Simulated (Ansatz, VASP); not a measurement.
## WC: VASP beside Ansatz

```xyz
2
Lattice="3.0165 0.0000 0.0000 -1.5083 2.6124 0.0000 0.0000 0.0000 2.7158" Properties=species:S:1:pos:R:3 pbc="T T T"
W     0.0000    0.0000    0.0000
C     1.5083    0.8708    1.3579
```

Change from the starting cell: strain +0.040 along x and y, -0.040 along z, atoms carried along.

Alike in both runs: task single point; functional PBE; k mesh 18 × 18 × 16; occupations gaussian, width 0.15 eV; no spin polarisation.

|  | VASP | Ansatz |
| --- | --- | --- |
| version | VASP 6.6.1 | Ansatz 0.2.0 |
| potentials or method | VASP PAW PBE potentials, release 64 (W_sv, C), cutoff 520 eV | scalar-relativistic, plane waves, PAW |
| valence electrons in the cell | 18 | 18 |

|  | VASP | Ansatz | Ansatz less VASP |
| --- | --- | --- | --- |
| gap on the k mesh at the Fermi level (eV) | none | none | - |
| pressure (GPa) | -0.1 | -1.1 | -1.03 |
| traceless stress, the component that is largest in VASP (GPa) | 36.47 | 36.16 | -0.310 |

A gap of «none» marks a metal or a gap that the smearing closes. With one functional, cell and mesh, what is left measures potentials, basis and numerics.

Spin-orbit coupling is off throughout.
